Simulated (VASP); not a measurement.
# Al2Cu (I4/mcm) in VASP: further runs, part 2 of 2

VASP 6.6.1. Earlier steps stand in the parts before.

**4. Single point, PBE**

This run uses another cell than the first one, of 14.92 Å³/atom.

File INCAR:

```
SYSTEM = Al2Cu
ALGO = Fast
EDIFF = 1E-6
ENCUT = 520
GGA = PE
ISIF = 2
ISMEAR = -1
LASPH = .TRUE.
LCHARG = .FALSE.
LREAL = .FALSE.
LWAVE = .FALSE.
NBANDS = 26
NELM = 80
PREC = Accurate
SIGMA = 0.15
```

File KPOINTS:

```
k-points
0
G
  10 10 10
  0 0 0
```

File POSCAR:

```
Al2Cu
1.0
   -3.0277583454      3.0277583454      2.4411158200
    3.0277583454     -3.0277583454      2.4411158200
    3.0277583454      3.0277583454     -2.4411158200
Al Cu
4 2
Direct
    0.3414340351      0.1585659649      0.5000000000
    0.1585659649      0.6585659649      0.8171319299
    0.8414340351      0.3414340351      0.1828680701
    0.6585659649      0.8414340351      0.5000000000
    0.7500000000      0.7500000000      0.0000000000
    0.2500000000      0.2500000000      0.0000000000
```

Potentials or basis: VASP PAW PBE potentials, release 64 (Al, Cu).

Started as:

```sh
$ cat potpaw_PBE.64/Al/POTCAR potpaw_PBE.64/Cu/POTCAR > POTCAR
$ mpirun -np 1 vasp_std > vasp.out
```

OUTCAR:

```text
SYSTEM = Al2Cu
   EDIFF = 1E-6
   ENCUT = 520
   GGA = PE
   ISIF = 2
   ISMEAR = -1
   LASPH = .TRUE.
   LREAL = .FALSE.
   NELM = 80
   PREC = Accurate

 ion  position               nearest neighbor table
   1  0.341  0.159  0.500-   5 2.59   5 2.59   6 2.59   6 2.59   4 2.72   4 2.90   4 2.90   2 3.11
                             3 3.11   2 3.11   3 3.11   2 3.22   3 3.22   3 3.22   2 3.22
   2  0.159  0.659  0.817-   5 2.59   6 2.59   5 2.59   6 2.59   3 2.72   3 2.90   3 2.90   1 3.11
                             4 3.11   4 3.11   1 3.11   1 3.22   4 3.22   1 3.22   4 3.22
   3  0.841  0.341  0.183-   5 2.59   6 2.59   5 2.59   6 2.59   2 2.72   2 2.90   2 2.90   1 3.11
                             4 3.11   4 3.11   1 3.11   1 3.22   4 3.22   4 3.22   1 3.22
[... 913 lines left out ...]
  Total        0.0834147      0.0834147      0.0949582      0.0000000      0.0000000      0.0000000
  in kB        1.4930080      1.4930080      1.6996224      0.0000000      0.0000000      0.0000000
  external PRESSURE =       1.5618794 kB  Pullay stress =       0.0000000 kB

 VOLUME and BASIS-vectors are now :
 -----------------------------------------------------------------------------
  energy-cutoff  :      520.00
  volume of cell :       89.51
      direct lattice vectors                 reciprocal lattice vectors
    -3.027758345  3.027758345  2.441115820     0.000000000  0.165138675  0.204824366
     3.027758345 -3.027758345  2.441115820     0.165138675  0.000000000  0.204824366
     3.027758345  3.027758345 -2.441115820     0.165138675  0.165138675  0.000000000

 POSITION                                       TOTAL-FORCE (eV/Angst)
 -----------------------------------------------------------------------------------
      0.96020      2.06756      0.00000        -0.002127      0.002127     -0.000000
      3.98796      0.96020     -0.00000        -0.002127     -0.002127     -0.000000
     -0.96020      2.06756      2.44112         0.002127      0.002127      0.000000
      2.06756      0.96020      2.44112         0.002127     -0.002127     -0.000000
      0.00000      0.00000      3.66167         0.000000     -0.000000     -0.000000
      0.00000      0.00000      1.22056        -0.000000     -0.000000     -0.000000
 -----------------------------------------------------------------------------------
    total drift:                               -0.000000     -0.000000      0.000000

  FREE ENERGIE OF THE ION-ELECTRON SYSTEM (eV)
  ---------------------------------------------------
  free  energy   TOTEN  =       -23.4557099494 eV

  energy  without entropy=      -23.3108801035  energy(sigma->0) =      -23.38329503
```

Run time: 3.3 min. Hardware: 1 thread of AMD EPYC 9R45 (Zen 5), shared host; peak memory 0.34 GiB.

What came out:

```yaml
Free_energy: -23.4557 eV
Pressure: 0.2 GPa
Largest_force: 0.003 eV/Å
Band_gap_on_the_k_mesh: zero (bands 17 and 18 overlap by 4.32 eV)
```

Forces in eV/Å, atoms in the order of the input:
```
Al  -0.002  0.002  0.000
Al  -0.002 -0.002  0.000
Al   0.002  0.002  0.000
Al   0.002 -0.002  0.000
Cu   0.000  0.000  0.000
Cu   0.000  0.000  0.000
```

**5. Relaxation of cell and atoms, PBE**

File INCAR:

```
SYSTEM = Al2Cu
  PREC = Accurate
  ENCUT = 600
  EDIFF = 1E-6
  ISMEAR = 0
  SIGMA = 0.1
  LREAL = .False.
  LASPH = .True.
  NELM = 100
  ALGO = Fast
  ISIF = 3
  LWAVE = .False.
  LCHARG = .False.
  GGA = PE
  IBRION = 2
  NSW = 100
  EDIFFG = -0.002
```

File KPOINTS:

```
Automatic mesh
0
Gamma
  10 10 10
  0 0 0
```

File POSCAR:

```
Al2Cu
1.0
   -2.9988978300      2.9988978300      2.3927372900
    2.9988978300     -2.9988978300      2.3927372900
    2.9988978300      2.9988978300     -2.3927372900
Al Cu
4 2
Direct
    0.3413930800      0.1586069200      0.5000000000
    0.1586069200      0.6586069200      0.8172138400
    0.8413930800      0.3413930800      0.1827861600
    0.6586069200      0.8413930800      0.5000000000
    0.7500000000      0.7500000000      0.0000000000
    0.2500000000      0.2500000000      0.0000000000
```

Started as:

```sh
$ cat potpaw_PBE.64/Al/POTCAR potpaw_PBE.64/Cu/POTCAR > POTCAR
$ mpirun -np 1 vasp_std > vasp.out
```

It took 27 min on 1 thread of AMD EPYC 9R45 (Zen 5), shared host; peak memory 0.37 GiB.

Results (log left out):

- Free energy: -23.3896 eV
- Relaxed volume: 14.94 Å³/atom
- Relaxed cell: a = 4.931 Å, b = 4.931 Å, c = 4.931 Å, α = 104.22°, β = 104.22°, γ = 120.59°
- Space group after relaxing (to 0.1 Å): I4/mcm (No. 140)
- Energy gained by relaxing: 8.3 meV/atom
- Ionic steps: 25
- Pressure after relaxing: 0.0 GPa
- Band gap on the k mesh: zero (bands 17 and 18 overlap by 4.31 eV)

The path:
```csv
step,energy change (eV),largest force (eV/Å),pressure (GPa),volume (Å³)
1,0.0000,0.0545,4.39,86.08
2,-0.0425,0.0212,-1.52,91.06
3,-0.0491,0.0033,0.33,89.67
4,-0.0489,0.0072,-0.41,89.95
5,-0.0491,0.0053,-0.20,89.82
6,-0.0497,0.0136,-0.10,89.79
7,-0.0499,0.0197,-0.11,89.77
8,-0.0500,0.0106,0.01,89.62
9,-0.0500,0.0097,0.05,89.61
10,-0.0500,0.0035,0.02,89.64
11,-0.0500,0.0002,-0.08,89.66
12,-0.0500,0.0020,0.02,89.65
13,-0.0500,0.0014,-0.02,89.65
14,-0.0501,0.0006,-0.04,89.63
15,-0.0500,0.0050,-0.05,89.59
16,-0.0500,0.0033,0.05,89.60
17,-0.0501,0.0014,0.04,89.62
18,-0.0501,0.0010,-0.03,89.63
19,-0.0501,0.0012,0.18,89.63
20,-0.0501,0.0010,-0.14,89.63
21,-0.0501,0.0012,0.05,89.63
22,-0.0500,0.0004,-0.05,89.67
23,-0.0501,0.0008,0.02,89.65
24,-0.0500,0.0007,-0.06,89.65
25,-0.0501,0.0008,0.00,89.65
```

Final structure:
```cif
data_structure
_symmetry_space_group_name_H-M 'P 1'
_symmetry_Int_Tables_number 1
_cell_length_a 4.9310
_cell_length_b 4.9310
_cell_length_c 4.9310
_cell_angle_alpha 104.216
_cell_angle_beta 104.216
_cell_angle_gamma 120.587
_cell_volume 89.65
loop_
_atom_site_label
_atom_site_type_symbol
_atom_site_fract_x
_atom_site_fract_y
_atom_site_fract_z
_atom_site_occupancy
Al1 Al 0.34128 0.15872 0.50000 1
Al2 Al 0.15872 0.65872 0.81743 1
Al3 Al 0.84128 0.34128 0.18257 1
Al4 Al 0.65872 0.84128 0.50000 1
Cu1 Cu 0.75000 0.75000 0.00000 1
Cu2 Cu 0.25000 0.25000 0.00000 1
```

Levels at points of the mesh, in eV from the Fermi level:
| k point | band 14 | band 15 | band 16 | band 17 | band 18 | band 19 | band 20 | band 21 |
| --- | --- | --- | --- | --- | --- | --- | --- | --- |
| (0.00, 0.00, 0.00) | -1.92 | -1.32 | -1.17 | -1.17 | -0.81 | -0.37 | 0.09 | 1.42 |
| (0.50, 0.00, 0.00) | -3.04 | -2.57 | -2.57 | 0.25 | 0.25 | 4.05 | 4.05 | 4.32 |
| (0.50, 0.50, 0.00) | -2.76 | -1.39 | -1.25 | -0.98 | -0.67 | 0.80 | 1.27 | 4.66 |
| (0.50, 0.50, 0.50) | -3.19 | -3.19 | -1.81 | 2.57 | 2.98 | 2.98 | 3.33 | 4.00 |

**6. Overview**

```tsv
task	cell	k mesh	cutoff (eV)	smearing	gap on the mesh (eV)	pressure (GPa)
single point	a = 4.869 Å, angles 104.0, 104.0, 121.1°, 6 atoms	6 × 6 × 6	520	gaussian 0.1 eV	none	4.4
single point	a = 4.927 Å, angles 104.2, 104.2, 120.6°, 6 atoms	10 × 10 × 10	520	gaussian 0.1 eV	none	0.2
single point	a = 4.929 Å, angles 104.2, 104.2, 120.6°, 6 atoms	10 × 10 × 10	520	fermi-dirac 0.15 eV	none	0.2
relaxation of cell and atoms	relaxed from a = 4.869 Å, angles 104.0, 104.0, 121.1°, 6 atoms	10 × 10 × 10	600	gaussian 0.1 eV	none	0.0
```

Alike in all rows: level PBE; potentials or basis VASP PAW PBE potentials, release 64 (Al, Cu); no spin polarisation.

Caveats: the cell stands under pressure (at least some runs).

Total energies depend on the potentials used, so only differences within one code and one set of settings carry meaning.
